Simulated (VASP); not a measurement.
# Ti (P6/mmm) in VASP: notebook

Ti is run at these levels: PBEsol; tasks: relaxation of cell and atoms.

All numbers are computed with VASP 6.6.1; they aren't measurements. Logs are shortened: lines on timing, memory, paths and dates and some standing lists are left out, and cuts for length are marked.

## (1) The cell of the first run

It takes space group P6/mmm (No. 191, hexagonal). Conventional cell: a = 4.313 Å, b = 4.313 Å, c = 2.683 Å, α = 90.00°, β = 90.00°, γ = 120.00°. Ti (site symmetry 6/mmm) has 14 Ti at 2.68 to 2.83 Å within 3.5 Å. Within 3.3 Å of Ti (site symmetry -6m2) lie 11 Ti at 2.49 to 2.83 Å.

## (2) Relaxation of cell and atoms, PBEsol, target pressure 20 GPa, at which the enthalpy is minimised

Input file INCAR:

```
SYSTEM = Ti
PREC = Accurate
ENCUT = 600
EDIFF = 1E-6
ISMEAR = 0
SIGMA = 0.1
LREAL = .False.
LASPH = .True.
NELM = 80
ALGO = Fast
ISIF = 3
LWAVE = .False.
LCHARG = .False.
GGA = PS
IBRION = 2
NSW = 70
EDIFFG = -0.008
PSTRESS = 200.0
```

Input file KPOINTS:

```
Automatic mesh
0
Gamma
  12 12 16
  0 0 0
```

Input file POSCAR:

```
Ti
1.0
    4.3129270562      0.0000000000      0.0000000000
   -2.1564635281      3.7351043953      0.0000000000
    0.0000000000      0.0000000000      2.6828375828
Ti
3
Direct
    0.0000000000      0.0000000000      0.0000000000
    0.3333333333      0.6666666667      0.5000000000
    0.6666666667      0.3333333333      0.5000000000
```

Potentials or basis: VASP PAW PBE potentials, release 64 (Ti_sv).

Command:

```bash
> cat potpaw_PBE.64/Ti_sv/POTCAR > POTCAR
> mpirun -np 1 vasp_std > vasp.out
```

OUTCAR:

```text
SYSTEM = Ti
   PREC = Accurate
   ENCUT = 600
   EDIFF = 1E-6
   ISMEAR = 0
   LREAL = .False.
   LASPH = .True.
   NELM = 80
   ISIF = 3
   GGA = PS
   IBRION = 2
   NSW = 70
   EDIFFG = -0.008
   PSTRESS = 200.0

 ion  position               nearest neighbor table
   1  0.000  0.000  0.000-   2 2.83   3 2.83   2 2.83   3 2.83   2 2.83   2 2.83   3 2.83   3 2.83
                             3 2.83   3 2.83   2 2.83   2 2.83
   2  0.333  0.667  0.500-   3 2.49   3 2.49   3 2.49   1 2.83   1 2.83   1 2.83   1 2.83   1 2.83
                             1 2.83
   3  0.667  0.333  0.500-   2 2.49   2 2.49   2 2.49   1 2.83   1 2.83   1 2.83   1 2.83   1 2.83
                             1 2.83

  LATTYP: Found a hexagonal cell.
 ALAT       =     4.3129270562
 C/A-ratio  =     0.6220456659

  Lattice vectors:

 A1 = (   4.3129270562,   0.0000000000,   0.0000000000)
 A2 = (  -2.1564635281,   3.7351043953,   0.0000000000)
 A3 = (   0.0000000000,   0.0000000000,   2.6828375828)

Analysis of symmetry for initial positions (statically):
=====================================================================
 Subroutine PRICEL returns:
 Original cell was already a primitive cell.

 Routine SETGRP: Setting up the symmetry group for a
 hexagonal supercell.

 Subroutine GETGRP returns: Found 24 space group operations
 (whereof 24 operations were pure point group operations)
 out of a pool of 24 trial point group operations.

The static configuration has the point symmetry D_6h.

Analysis of symmetry for dynamics (positions and initial velocities):
=====================================================================
 Subroutine PRICEL returns:
 Original cell was already a primitive cell.

 Routine SETGRP: Setting up the symmetry group for a
 hexagonal supercell.

 Subroutine GETGRP returns: Found 24 space group operations
 (whereof 24 operations were pure point group operations)
 out of a pool of 24 trial point group operations.

The dynamic configuration has the point symmetry D_6h.

 Subroutine INISYM returns: Found 24 space group operations
 (whereof 24 operations are pure point group operations),
 and found     1 'primitive' translations

----------------------------------------------------------------------------------------

                                     Primitive cell

  volume of cell :      43.2185

  direct lattice vectors                    reciprocal lattice vectors
     4.312927056  0.000000000  0.000000000     0.231861097  0.133865067  0.000000000
    -2.156463528  3.735104395  0.000000000     0.000000000  0.267730134  0.000000000
     0.000000000  0.000000000  2.682837583     0.000000000  0.000000000  0.372739672

  length of vectors
     4.312927056  4.312927056  2.682837583     0.267730134  0.267730134  0.372739672

  position of ions in fractional coordinates (direct lattice)
     0.000000000  0.000000000  0.000000000
     0.333333333  0.666666667  0.500000000
     0.666666667  0.333333333  0.500000000

  ion indices of the primitive-cell ions
   primitive index   ion index
                 1           1
                 2           2
                 3           3

----------------------------------------------------------------------------------------

 KPOINTS: Automatic mesh

Automatic generation of k-mesh.
 Grid dimensions read from file:
 generate k-points for:   12   12   16

 Generating k-lattice:

  Cartesian coordinates                     Fractional coordinates (reciprocal lattice)
     0.019321758  0.011155422  0.000000000     0.083333333  0.000000000  0.000000000
     0.000000000  0.022310844  0.000000000     0.000000000  0.083333333  0.000000000
     0.000000000  0.000000000  0.023296229     0.000000000  0.000000000  0.062500000

  Length of vectors
     0.022310844  0.022310844  0.023296229

  Shift w.r.t. Gamma in fractional coordinates (k-lattice)
     0.000000000  0.000000000  0.000000000

 Subroutine IBZKPT returns following result:
 ===========================================

 Found    171 irreducible k-points:

 Following reciprocal coordinates:
            Coordinates               Weight
  0.000000  0.000000  0.000000      1.000000
  0.083333  0.000000  0.000000      6.000000
  0.166667  0.000000  0.000000      6.000000
  0.250000 -0.000000  0.000000      6.000000
  0.333333 -0.000000  0.000000      6.000000
  0.416667  0.000000  0.000000      6.000000
[... 16 lines left out ...]
  0.250000 -0.000000  0.062500     12.000000
  0.333333 -0.000000  0.062500     12.000000
 [... further k-points ...]
   k-points           NKPTS =    171   k-points in BZ     NKDIM =    171   number of bands    NBANDS=     22
   number of dos      NEDOS =    301   number of ions     NIONS =      3
   total plane-waves  NPLWV =  31104
   dimension x,y,z NGX =    36 NGY =   36 NGZ =   24
   dimension x,y,z NGXF=    72 NGYF=   72 NGZF=   48
   ions per type =               3
   NGX,Y,Z   is equivalent  to a cutoff of  13.88, 13.88, 14.87 a.u.
   NGXF,Y,Z  is equivalent  to a cutoff of  27.75, 27.75, 29.74 a.u.
 SYSTEM =  Ti
   PREC   = accura    normal or accurate (medium, high low for compatibility)
   ISTART =      0    job   : 0-new  1-cont  2-samecut
   ICHARG =      2    charge: 1-file 2-atom 10-const
   ISPIN  =      1    spin polarized calculation?
   LNONCOLLINEAR =      F non collinear calculations
   LSORBIT =      F    spin-orbit coupling
   LASPH  =      T    aspherical Exc in radial PAW
   ENCUT  =  600.0 eV  44.10 Ry    6.64 a.u.   8.61  8.61  5.36*2*pi/ulx,y,z
   NELM   =     80;   NELMIN=  2; NELMDL= -5     # of ELM steps
   EDIFF  = 0.1E-05   stopping-criterion for ELM
   LREAL  =      F    real-space projection
   EDIFFG = -.8E-02   stopping-criterion for IOM
   NSW    =     70    number of steps for IOM
   IBRION =      2    ionic relax: 0-MD 1-quasi-New 2-CG
   NFREE  =      1    steps in history (QN), initial steepest desc. (CG)
   ISIF   =      3    stress and relaxation
   ISYM   =      2    0-nonsym 1-usesym 2-fastsym
   POTIM  = 0.5000    time-step for ionic-motion
   TEBEG  =    0.0;   TEEND  =   0.0 temperature during run
   PSTRESS=  200.0 pullay stress
   NELECT =      36.0000    total number of electrons
   NUPDOWN=      -1.0000    fix difference up-down
   EMIN   =  10.00;   EMAX   =-10.00  energy-range for DOS
   EFERMI =   0.00;   METHOD = LEGACY
   ISMEAR =     0;   SIGMA  =   0.10  broadening in eV -4-tet -1-fermi 0-gaus
   EFERMI_NEDOS =   21; number of points for ismear=-14 and -15
   IALGO  =     68    algorithm
   IMIX   =      4    mixing-type and parameters
     AMIX     =   0.40;   BMIX     =  1.00
     AMIX_MAG =   1.60;   BMIX_MAG =  1.00
  volume/ion in A,a.u.               =      14.41        97.22
  Fermi-wavevector in a.u.,A,eV,Ry     =   1.540349  2.910838 32.282222  2.372676
  Thomas-Fermi vector in A             =   2.646449
   LORBIT       =      0    0 simple, 1 ext, 2 COOP (PROOUT), +10 PAW based schemes
   GGA     = PS    functional components
   LHFCALC =     F    Hartree Fock is set to
   AEXX    =    0.0000 exact exchange contribution
   IVDW    =     0    specifies the selected vdW correction
   LEPSILON=     F    determine dielectric tensor
   LRPA    =     F    only Hartree local field effects (RPA)
 conjugate gradient relaxation of ions
 non-spin polarized calculation
 RMM-DIIS sequential band-by-band and
 Gauss-broadening in eV      SIGMA  =   0.10
  energy-cutoff  :      600.00
  volume of cell :       43.22
 maximum number of plane-waves:      1462
 NGX is ok and might be reduce to    36
   NGX = 17   NGY = 17   NGZ = 11

--------------------------------------- Ionic step        1  -------------------------------------------

 number of electron      36.0000004 magnetization

 Free energy of the ion-electron system (eV)
  ---------------------------------------------------
  ext. energy  EPLUGINS =         0.00000000
  ---------------------------------------------------
  free energy    TOTEN  =       -24.72235368 eV

  energy without entropy =      -24.70836635  energy(sigma->0) =      -24.71536002

------------------------ aborting loop EDIFF was not reached (unconverged)  ----------------------------

  FORCE on cell =-STRESS in cart. coord.  units (eV):
  Direction    XX          YY          ZZ          XY          YZ          ZX
  --------------------------------------------------------------------------------------
  -------------------------------------------------------------------------------------
  Total        5.2357442      5.2357442      5.4061526      0.0000000      0.0000000      0.0000000
  in kB      194.0974200    194.0974200    200.4147319      0.0000000      0.0000000      0.0000000
  external PRESSURE =      -3.7968094 kB  Pullay stress =     200.0000000 kB

 VOLUME and BASIS-vectors are now :
 -----------------------------------------------------------------------------
  energy-cutoff  :      600.00
  volume of cell :       43.22
      direct lattice vectors                 reciprocal lattice vectors
     4.312927056  0.000000000  0.000000000     0.231861097  0.133865067  0.000000000
    -2.156463528  3.735104395  0.000000000     0.000000000  0.267730134  0.000000000
     0.000000000  0.000000000  2.682837583     0.000000000  0.000000000  0.372739672

 POSITION                                       TOTAL-FORCE (eV/Angst)
 -----------------------------------------------------------------------------------
      0.00000      0.00000      0.00000         0.000000      0.000000     -0.000000
     -0.00000      2.49007      1.34142        -0.000000      0.000000      0.000000
      2.15646      1.24503      1.34142         0.000000      0.000000     -0.000000
 -----------------------------------------------------------------------------------
    total drift:                                0.000000      0.000000     -0.000000
[... 196 lines left out ...]
  FREE ENERGIE OF THE ION-ELECTRON SYSTEM (eV)
  ---------------------------------------------------
  free  energy   TOTEN  =       -24.7153205034 eV

  energy  without entropy=      -24.7014409549  energy(sigma->0) =      -24.70838073

  enthalpy is  TOTEN    =       -19.3282512449 eV   P V=        5.3870692585

--------------------------------------- Ionic step        7  -------------------------------------------

 number of electron      36.0000005 magnetization

 Free energy of the ion-electron system (eV)
  ---------------------------------------------------
  ext. energy  EPLUGINS =         0.00000000
  ---------------------------------------------------
  free energy    TOTEN  =       -24.71455912 eV

  energy without entropy =      -24.70066241  energy(sigma->0) =      -24.70761077

 E-fermi :  10.2367     XC(G=0): -12.5680

 val. band max:       10.2339930004   @ k =   0.5000  -0.0000   0.0625
 cond. band min:      10.2462204512   @ k =   0.3333   0.1667   0.3125
 fundamental gap:      0.0122274507
 Fermi energy:        10.2366917805

 k-point     1 :       0.0000    0.0000    0.0000
  band No.  band energies     occupation
      1     -46.1315      2.00000
      2     -45.8451      2.00000
      3     -45.5718      2.00000
      4     -22.6385      2.00000
      5     -22.6385      2.00000
      6     -22.6060      2.00000
[... 14 lines left out ...]
     21      11.7398      0.00000
     22      11.7398      0.00000
[... 552 lines left out ...]
  band No.  band energies     occupation
      1     -46.0755      2.00000
      2     -45.8235      2.00000
      3     -45.6423      2.00000
      4     -22.9485      2.00000
      5     -22.7095      2.00000
      6     -22.2742      2.00000
[... 14 lines left out ...]
     21      11.1339      0.00000
     22      11.5585      0.00000

 [... further k-points ...]

------------------------ aborting loop because EDIFF is reached ----------------------------------------

  FORCE on cell =-STRESS in cart. coord.  units (eV):
  Direction    XX          YY          ZZ          XY          YZ          ZX
  --------------------------------------------------------------------------------------
  -------------------------------------------------------------------------------------
  Total        5.3793042      5.3793042      5.3866855      0.0000000      0.0000000      0.0000000
  in kB      199.7401964    199.7401964    200.0142752      0.0000000      0.0000000      0.0000000
  external PRESSURE =      -0.1684440 kB  Pullay stress =     200.0000000 kB

 VOLUME and BASIS-vectors are now :
 -----------------------------------------------------------------------------
  energy-cutoff  :      600.00
  volume of cell :       43.15
      direct lattice vectors                 reciprocal lattice vectors
     4.306577036  0.000000000 -0.000000000     0.232202975  0.134062450  0.000000000
    -2.153288518  3.729605117  0.000000000    -0.000000000  0.268124900 -0.000000000
    -0.000000000  0.000000000  2.686433771     0.000000000 -0.000000000  0.372240705

 POSITION                                       TOTAL-FORCE (eV/Angst)
 -----------------------------------------------------------------------------------
     -0.00000      0.00000      0.00000        -0.000000      0.000000     -0.000000
     -0.00000      2.48640      1.34322        -0.000000      0.000000      0.000000
      2.15329      1.24320      1.34322         0.000000     -0.000000     -0.000000
 -----------------------------------------------------------------------------------
    total drift:                                0.000000      0.000000     -0.000000

  FREE ENERGIE OF THE ION-ELECTRON SYSTEM (eV)
  ---------------------------------------------------
  free  energy   TOTEN  =       -24.7145591249 eV

  energy  without entropy=      -24.7006624124  energy(sigma->0) =      -24.70761077

  enthalpy is  TOTEN    =       -19.3282580666 eV   P V=        5.3863010583

 reached required accuracy - stopping structural energy minimisation
```

It took 29 min on 1 thread of Oxide Virtual Turin-like, shared host; peak memory 0.27 GiB.

Results:

| Item | Value |
| --- | --- |
| Free energy | -24.7146 eV |
| Relaxed volume | 14.38 Å³/atom |
| Relaxed cell | a = 4.307 Å, b = 4.307 Å, c = 2.686 Å, α = 90.00°, β = 90.00°, γ = 120.00° |
| Space group after relaxing (to 0.05 Å) | P6/mmm (No. 191) |
| Energy change on relaxing (the enthalpy is what falls) | +2.6 meV/atom |
| Ionic steps | 7 |
| Pressure after relaxing | 20.0 GPa |
| Band gap on the k mesh | zero (band 18 reaches 10.54 eV, above the bottom of band 19 at 10.01 eV) |

Step by step:
```csv
step,energy change (eV),largest force (eV/Å),pressure (GPa),volume (Å³)
1,0.0000,0.0000,19.62,43.22
2,0.0260,0.0000,20.46,43.01
3,0.0219,0.0000,20.50,43.04
4,0.0124,0.0000,20.23,43.11
5,0.0104,0.0000,20.15,43.13
6,0.0070,0.0000,19.96,43.16
7,0.0078,0.0000,19.98,43.15
```

Final structure:
```xyz
3
Lattice="4.3066 0.0000 0.0000 -2.1533 3.7296 0.0000 0.0000 0.0000 2.6864" Properties=species:S:1:pos:R:3 pbc="T T T"
Ti    0.0000    0.0000    0.0000
Ti    0.0000    2.4864    1.3432
Ti    2.1533    1.2432    1.3432
```

Caveat: the cell is relaxed towards a set pressure, so the enthalpy falls and the energy may rise; the PAW data sets were made with another functional, which shifts forces and pressure a little.

(Continued in part 2 of 2.)
